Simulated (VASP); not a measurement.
**Cu12F: relaxation of the atoms with PBE**

Cu12F, a slab with vacuum:

```xyz
13
Lattice="5.1320 0.0000 0.0000 -2.5660 4.4444 0.0000 0.0000 0.0000 19.6216" Properties=species:S:1:pos:R:3 pbc="T T T"
Cu    1.2830    0.7407    4.0000
Cu    0.0000    2.9629    4.0000
Cu    3.8490    0.7407    4.0000
Cu    2.5660    2.9629    4.0000
Cu    0.0000    1.4815    6.0607
Cu   -1.2830    3.7037    6.0607
Cu    2.5660    1.4815    6.0607
Cu    1.2830    3.7037    6.0607
Cu    0.0000    0.0000    8.1216
Cu   -1.2830    2.2222    8.1216
Cu    2.5660    0.0000    8.1216
Cu    1.2830    2.2222    8.1216
F     0.0000    1.4815    9.2694
```

```
Program                             : VASP 6.6.1
Task                                : relaxation of the atoms
Functional                          : PBE
Potentials or basis                 : VASP PAW PBE potentials, release 64 (Cu, F)
Cutoff                              : 520 eV
k mesh                              : 6 × 6 × 1
Occupations                         : gaussian, width 0.1 eV
Spin                                : no spin polarisation
Dipole correction                   : yes
Atoms held fixed (from 0)           : [0, 1, 2, 3, 4, 5, 6, 7, 8, 9, 10, 11]
Further INCAR settings              : ALGO = Normal; EDIFF = 1e-06; IBRION = 2; EDIFFG = -0.025; NSW = 36
Atoms held along some axes (from 0) : atom 12 along a and b
```

The energy gained by relaxing is 47.8 meV/atom and the ionic steps are 3. The band gap on the k mesh is zero (an odd number of electrons rules out a gap without spin polarisation).

Step by step:
```tsv
step	energy change (eV)	largest force on free atoms (eV/Å)	pressure (GPa)
1	0.0000	4.0011	1.25
2	-0.5140	1.4620	0.24
3	-0.6208	0.0217	-0.33
```

Final structure:
```cif
data_structure
_symmetry_space_group_name_H-M 'P 1'
_symmetry_Int_Tables_number 1
_cell_length_a 5.1320
_cell_length_b 5.1320
_cell_length_c 19.6216
_cell_angle_alpha 90.000
_cell_angle_beta 90.000
_cell_angle_gamma 120.000
_cell_volume 447.54
loop_
_atom_site_label
_atom_site_type_symbol
_atom_site_fract_x
_atom_site_fract_y
_atom_site_fract_z
_atom_site_occupancy
Cu1 Cu 0.33333 0.16667 0.20386 1
Cu2 Cu 0.33333 0.66667 0.20386 1
Cu3 Cu 0.83333 0.16667 0.20386 1
Cu4 Cu 0.83333 0.66667 0.20386 1
Cu5 Cu 0.16667 0.33333 0.30888 1
Cu6 Cu 0.16667 0.83333 0.30888 1
Cu7 Cu 0.66667 0.33333 0.30888 1
Cu8 Cu 0.66667 0.83333 0.30888 1
Cu9 Cu 0.00000 0.00000 0.41391 1
Cu10 Cu 0.00000 0.50000 0.41391 1
Cu11 Cu 0.50000 0.00000 0.41391 1
Cu12 Cu 0.50000 0.50000 0.41391 1
F1 F 0.16667 0.33333 0.49027 1
```

Levels at points of the mesh, in eV from the Fermi level:
```csv
k point,band 68,band 69,band 70,band 71,band 72,band 73
"(0.00, 0.00, 0.00)",0.06,0.06,0.13,0.61,1.20,1.20
"(0.50, 0.00, 0.00)",-1.01,0.01,0.03,0.70,0.78,1.32
```

It took 14 min on 2 MPI ranks on Intel(R) Xeon(R) 6975P-C (Granite Rapids) (shared host), peak memory 0.65 GiB a rank.

With open d or f shells a metallic result of PBE can be an artefact of self-interaction; +U or a hybrid may open a gap.
